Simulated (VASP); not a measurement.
# K (P6_3/mmc) in VASP: notebook

K is run at these levels: PBEsol; tasks: single point.

Everything below comes from runs of VASP 6.6.1. Logs are shortened: lines on timing, memory, paths and dates and some standing lists are left out, and cuts for length are marked.

## Step 1: The cell of the first run

The structure is hexagonal, space group P6_3/mmc (No. 194). Conventional cell: a = 4.604 Å, b = 4.604 Å, c = 15.157 Å, α = 90.00°, β = 90.00°, γ = 120.00°.

## Step 2: Single point, PBEsol

File INCAR:

```
SYSTEM = K
ALGO     = Normal         ! electronic algorithm
EDIFF    = 1E-7           ! SCF threshold, eV
ENCUT    = 520            ! plane-wave cutoff, eV
GGA      = PS             ! functional
ISIF     = 2              ! what is computed and relaxed
ISMEAR   = 1              ! smearing method
LASPH    = .True.         ! aspherical terms in the spheres
LCHARG   = .True.         ! write CHGCAR
LELF     = .True.         ! ELF
LREAL    = .False.        ! projectors in reciprocal space
LVHAR    = .True.       
LWAVE    = .False.        ! write WAVECAR
NBANDS   = 26             ! bands
NELM     = 60             ! most SCF steps
PREC     = Accurate       ! precision mode
SIGMA    = 0.15           ! smearing width, eV
```

File KPOINTS:

```
k-points
0
Gamma
  6 6 2
  0 0 0
```

File POSCAR:

```
K
1.0
    4.6038724082      0.0000000000      0.0000000000
   -2.3019362041      3.9870704803      0.0000000000
    0.0000000000      0.0000000000     15.1574119123
K
4
Direct
    0.0000000000      0.0000000000      0.0000000000
    0.3333333333      0.6666666667      0.7500000000
    0.0000000000      0.0000000000      0.5000000000
    0.6666666667      0.3333333333      0.2500000000
```

Potentials or basis: VASP PAW PBE potentials, release 64 (K_sv).

On the command line:

```
> cat potpaw_PBE.64/K_sv/POTCAR > POTCAR
> mpirun -np 1 vasp_std > vasp.out
```

OUTCAR:

```text
SYSTEM = K
   EDIFF = 1E-7
   ENCUT = 520
   GGA = PS
   ISIF = 2
   ISMEAR = 1
   LASPH = .True.
   LREAL = .False.
   NELM = 60
   PREC = Accurate

 ion  position               nearest neighbor table
   1  0.000  0.000  0.000-
   2  0.333  0.667  0.750-
   3  0.000  0.000  0.500-
   4  0.667  0.333  0.250-

  LATTYP: Found a hexagonal cell.
 ALAT       =     4.6038724082
 C/A-ratio  =     3.2923179811

  Lattice vectors:

 A1 = (   4.6038724082,   0.0000000000,   0.0000000000)
 A2 = (  -2.3019362041,   3.9870704803,   0.0000000000)
 A3 = (   0.0000000000,   0.0000000000,  15.1574119123)

Analysis of symmetry for initial positions (statically):
=====================================================================
 Subroutine PRICEL returns:
 Original cell was already a primitive cell.

 Routine SETGRP: Setting up the symmetry group for a
 hexagonal supercell.

 Subroutine GETGRP returns: Found 24 space group operations
 (whereof 12 operations were pure point group operations)
 out of a pool of 24 trial point group operations.

The static configuration has the point symmetry D_3d.
 The point group associated with its full space group is D_6h.

Analysis of symmetry for dynamics (positions and initial velocities):
=====================================================================
 Subroutine PRICEL returns:
 Original cell was already a primitive cell.

 Routine SETGRP: Setting up the symmetry group for a
 hexagonal supercell.

 Subroutine GETGRP returns: Found 24 space group operations
 (whereof 12 operations were pure point group operations)
 out of a pool of 24 trial point group operations.

The dynamic configuration has the point symmetry D_3d.
 The point group associated with its full space group is D_6h.

 Subroutine INISYM returns: Found 24 space group operations
 (whereof 12 operations are pure point group operations),
 and found     1 'primitive' translations

----------------------------------------------------------------------------------------

                                     Primitive cell

  volume of cell :     278.2289

  direct lattice vectors                    reciprocal lattice vectors
     4.603872408  0.000000000  0.000000000     0.217208452  0.125405358  0.000000000
    -2.301936204  3.987070480  0.000000000     0.000000000  0.250810716  0.000000000
     0.000000000  0.000000000 15.157411912     0.000000000  0.000000000  0.065974324

  length of vectors
     4.603872408  4.603872425 15.157411912     0.250810716  0.250810716  0.065974324

  position of ions in fractional coordinates (direct lattice)
     0.000000000  0.000000000  0.000000000
     0.333333333  0.666666667  0.750000000
     0.000000000  0.000000000  0.500000000
     0.666666667  0.333333333  0.250000000

  ion indices of the primitive-cell ions
   primitive index   ion index
                 1           1
                 2           2
                 3           3
                 4           4

----------------------------------------------------------------------------------------

 KPOINTS: k-points

Automatic generation of k-mesh.
 Grid dimensions read from file:
 generate k-points for:    6    6    2

 Generating k-lattice:

  Cartesian coordinates                     Fractional coordinates (reciprocal lattice)
     0.036201409  0.020900893  0.000000000     0.166666667  0.000000000  0.000000000
     0.000000000  0.041801786  0.000000000     0.000000000  0.166666667  0.000000000
     0.000000000  0.000000000  0.032987162     0.000000000  0.000000000  0.500000000

  Length of vectors
     0.041801786  0.041801786  0.032987162

  Shift w.r.t. Gamma in fractional coordinates (k-lattice)
     0.000000000  0.000000000  0.000000000

 Subroutine IBZKPT returns following result:
 ===========================================

 Found     14 irreducible k-points:

 Following reciprocal coordinates:
            Coordinates               Weight
  0.000000  0.000000  0.000000      1.000000
  0.166667  0.000000  0.000000      6.000000
  0.333333  0.000000  0.000000      6.000000
  0.500000 -0.000000  0.000000      3.000000
  0.166667  0.166667  0.000000      6.000000
  0.333333  0.166667  0.000000     12.000000
  0.333333  0.333333  0.000000      2.000000
  0.000000  0.000000  0.500000      1.000000
  0.166667  0.000000  0.500000      6.000000
  0.333333  0.000000  0.500000      6.000000
  0.500000 -0.000000  0.500000      3.000000
  0.166667  0.166667  0.500000      6.000000
  0.333333  0.166667  0.500000     12.000000
  0.333333  0.333333  0.500000      2.000000
   k-points           NKPTS =     14   k-points in BZ     NKDIM =     14   number of bands    NBANDS=     26
   number of dos      NEDOS =    301   number of ions     NIONS =      4
   total plane-waves  NPLWV = 155520
   dimension x,y,z NGX =    36 NGY =   36 NGZ =  120
   dimension x,y,z NGXF=    72 NGYF=   72 NGZF=  240
   ions per type =               4
   NGX,Y,Z   is equivalent  to a cutoff of  13.00, 13.00, 13.16 a.u.
   NGXF,Y,Z  is equivalent  to a cutoff of  26.00, 26.00, 26.32 a.u.
 SYSTEM =  K
   PREC   = accura    normal or accurate (medium, high low for compatibility)
   ISTART =      0    job   : 0-new  1-cont  2-samecut
   ICHARG =      2    charge: 1-file 2-atom 10-const
   ISPIN  =      1    spin polarized calculation?
   LNONCOLLINEAR =      F non collinear calculations
   LSORBIT =      F    spin-orbit coupling
   LASPH  =      T    aspherical Exc in radial PAW
   ENCUT  =  520.0 eV  38.22 Ry    6.18 a.u.   8.56  8.56 28.18*2*pi/ulx,y,z
   NELM   =     60;   NELMIN=  2; NELMDL= -5     # of ELM steps
   EDIFF  = 0.1E-06   stopping-criterion for ELM
   LREAL  =      F    real-space projection
   EDIFFG = 0.1E-05   stopping-criterion for IOM
   NSW    =      0    number of steps for IOM
   IBRION =     -1    ionic relax: 0-MD 1-quasi-New 2-CG
   NFREE  =      0    steps in history (QN), initial steepest desc. (CG)
   ISIF   =      2    stress and relaxation
   ISYM   =      2    0-nonsym 1-usesym 2-fastsym
   POTIM  = 0.5000    time-step for ionic-motion
   TEBEG  =    0.0;   TEEND  =   0.0 temperature during run
   PSTRESS=    0.0 pullay stress
   NELECT =      36.0000    total number of electrons
   NUPDOWN=      -1.0000    fix difference up-down
   EMIN   =  10.00;   EMAX   =-10.00  energy-range for DOS
   EFERMI =   0.00;   METHOD = LEGACY
   ISMEAR =     1;   SIGMA  =   0.15  broadening in eV -4-tet -1-fermi 0-gaus
   EFERMI_NEDOS =   21; number of points for ismear=-14 and -15
   IALGO  =     38    algorithm
   IMIX   =      4    mixing-type and parameters
     AMIX     =   0.40;   BMIX     =  1.00
     AMIX_MAG =   1.60;   BMIX_MAG =  1.00
  volume/ion in A,a.u.               =      69.56       469.40
  Fermi-wavevector in a.u.,A,eV,Ry     =   0.828021  1.564734  9.328420  0.685620
  Thomas-Fermi vector in A             =   1.940326
   LORBIT       =      0    0 simple, 1 ext, 2 COOP (PROOUT), +10 PAW based schemes
   GGA     = PS    functional components
   LHFCALC =     F    Hartree Fock is set to
   AEXX    =    0.0000 exact exchange contribution
   IVDW    =     0    specifies the selected vdW correction
   LEPSILON=     F    determine dielectric tensor
   LRPA    =     F    only Hartree local field effects (RPA)
 non-spin polarized calculation
 Methfessel and Paxton  Order N= 1 SIGMA  =   0.15
  energy-cutoff  :      520.00
  volume of cell :      278.23
 maximum number of plane-waves:      7551
 NGX is ok and might be reduce to    36
   NGX = 17   NGY = 17   NGZ = 57

 number of electron      35.9999998 magnetization

 Free energy of the ion-electron system (eV)
  ---------------------------------------------------
  ext. energy  EPLUGINS =         0.00000000
  ---------------------------------------------------
  free energy    TOTEN  =        -4.53322054 eV

  energy without entropy =       -4.54023055  energy(sigma->0) =       -4.53555721

 E-fermi :  -0.0672     XC(G=0):  -5.8370

 val. band max:       -0.1752492704   @ k =   0.3333   0.1667   0.5000
 cond. band min:       0.0659671317   @ k =   0.1667   0.1667   0.5000
 fundamental gap:      0.2412164021
 Fermi energy:        -0.0672334399

 k-point     1 :       0.0000    0.0000    0.0000
  band No.  band energies     occupation
      1     -31.9993      2.00000
      2     -31.9970      2.00000
      3     -31.9968      2.00000
      4     -31.9945      2.00000
      5     -15.5877      2.00000
      6     -15.5479      2.00000
[... 18 lines left out ...]
     25       4.0610      0.00000
     26       4.1469      0.00000

 k-point     2 :       0.1667    0.0000    0.0000
  band No.  band energies     occupation
      1     -31.9982      2.00000
      2     -31.9962      2.00000
      3     -31.9960      2.00000
      4     -31.9940      2.00000
      5     -15.5806      2.00000
      6     -15.5508      2.00000
[... 18 lines left out ...]
     25       3.3995      0.00000
     26       3.4156      0.00000

 k-point     3 :       0.3333    0.0000    0.0000
  band No.  band energies     occupation
      1     -31.9957      2.00000
      2     -31.9945      2.00000
      3     -31.9942      2.00000
      4     -31.9930      2.00000
      5     -15.5732      2.00000
      6     -15.5727      2.00000
[... 18 lines left out ...]
     25       2.7232     -0.00000
     26       2.7926     -0.00000

 k-point     4 :       0.5000   -0.0000    0.0000
  band No.  band energies     occupation
      1     -31.9943      2.00000
      2     -31.9936      2.00000
      3     -31.9934      2.00000
      4     -31.9927      2.00000
      5     -15.5878      2.00000
      6     -15.5860      2.00000
[... 18 lines left out ...]
     25       2.1077     -0.00000
     26       2.4483     -0.00000
[... 206 lines left out ...]
      1     -31.9959      2.00000
      2     -31.9959      2.00000
      3     -31.9936      2.00000
      4     -31.9936      2.00000
      5     -15.5683      2.00000
      6     -15.5683      2.00000
[... 18 lines left out ...]
     25       2.8530     -0.00000
     26       2.8530     -0.00000

 k-point    13 :       0.3333    0.1667    0.5000
  band No.  band energies     occupation
      1     -31.9941      2.00000
      2     -31.9941      2.00000
      3     -31.9929      2.00000
      4     -31.9929      2.00000
      5     -15.5759      2.00000
      6     -15.5759      2.00000
[... 18 lines left out ...]
     25       2.2657     -0.00000
     26       2.2657     -0.00000

 k-point    14 :       0.3333    0.3333    0.5000
  band No.  band energies     occupation
      1     -31.9932      2.00000
      2     -31.9932      2.00000
      3     -31.9929      2.00000
      4     -31.9929      2.00000
      5     -15.5691      2.00000
      6     -15.5691      2.00000
[... 18 lines left out ...]
     25       1.9038     -0.00000
     26       1.9038     -0.00000

------------------------ aborting loop because EDIFF is reached ----------------------------------------

  FORCE on cell =-STRESS in cart. coord.  units (eV):
  Direction    XX          YY          ZZ          XY          YZ          ZX
  --------------------------------------------------------------------------------------
  -------------------------------------------------------------------------------------
  Total        0.3381602      0.3381602     -0.2796722      0.0000000      0.0000000      0.0000000
  in kB        1.9472908      1.9472908     -1.6104887      0.0000000      0.0000000      0.0000000
  external PRESSURE =       0.7613643 kB  Pullay stress =       0.0000000 kB

 VOLUME and BASIS-vectors are now :
 -----------------------------------------------------------------------------
  energy-cutoff  :      520.00
  volume of cell :      278.23
      direct lattice vectors                 reciprocal lattice vectors
     4.603872408  0.000000000  0.000000000     0.217208452  0.125405358  0.000000000
    -2.301936204  3.987070480  0.000000000     0.000000000  0.250810716  0.000000000
     0.000000000  0.000000000 15.157411912     0.000000000  0.000000000  0.065974324

 POSITION                                       TOTAL-FORCE (eV/Angst)
 -----------------------------------------------------------------------------------
      0.00000      0.00000      0.00000         0.000000      0.000000     -0.000000
     -0.00000      2.65805     11.36806        -0.000000      0.000000     -0.000000
      0.00000      0.00000      7.57871         0.000000      0.000000     -0.000000
      2.30194      1.32902      3.78935         0.000000     -0.000000      0.000000
 -----------------------------------------------------------------------------------
    total drift:                               -0.000000      0.000000     -0.000000

  FREE ENERGIE OF THE ION-ELECTRON SYSTEM (eV)
  ---------------------------------------------------
  free  energy   TOTEN  =        -4.5332205424 eV

  energy  without entropy=       -4.5402305504  energy(sigma->0) =       -4.53555721
```

It took 3.1 min on 1 thread of Oxide Virtual Turin-like, shared host; peak memory 0.38 GiB.

What came out:

```
Free energy            : -4.5332 eV
Pressure               : 0.1 GPa
Band gap on the k mesh : zero (band 18 reaches 0.87 eV, above the bottom of band 19 at -1.55 eV)
```

Caveat: the PAW data sets were made with another functional, which shifts forces and pressure a little.

(Continued in part 2 of 2.)
